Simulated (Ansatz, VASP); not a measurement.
AgCl in VASP and in Ansatz

```
Ag Cl
1.0
     4.51974    0.00000    0.00000
    -2.25987    3.91421    0.00000
     0.00000    0.00000    5.72250
Ag Cl
2 2
Direct
  0.33333 0.66667 0.93778
  0.66667 0.33333 0.43778
  0.33333 0.66667 0.43722
  0.66667 0.33333 0.93722
```

Alike in both runs: task single point; functional r2SCAN; k mesh 6 × 6 × 4; no spin polarisation.

|  | VASP | Ansatz |
| --- | --- | --- |
| version | VASP 6.6.1 | Ansatz 0.2.0 |
| potentials or method | VASP PAW PBE potentials, release 64 (Ag, Cl) | plane waves, PAW |
| plane-wave cutoff (eV) | 520 | 500 |
| occupations | gaussian, width 0.01 eV | fixed |
| valence electrons in the cell | 36 | 52 |

```csv
,VASP,Ansatz,Ansatz less VASP
gap on the k mesh at the Fermi level (eV),1.77,1.81,+0.047
pressure (GPa),-0.1,0.0,+0.08
```

VASP's potentials were made for PBE, not for r2SCAN. VASP's potentials hold 36 valence electrons a cell and Ansatz's 52, so a difference there can come from the potentials and not from the codes.
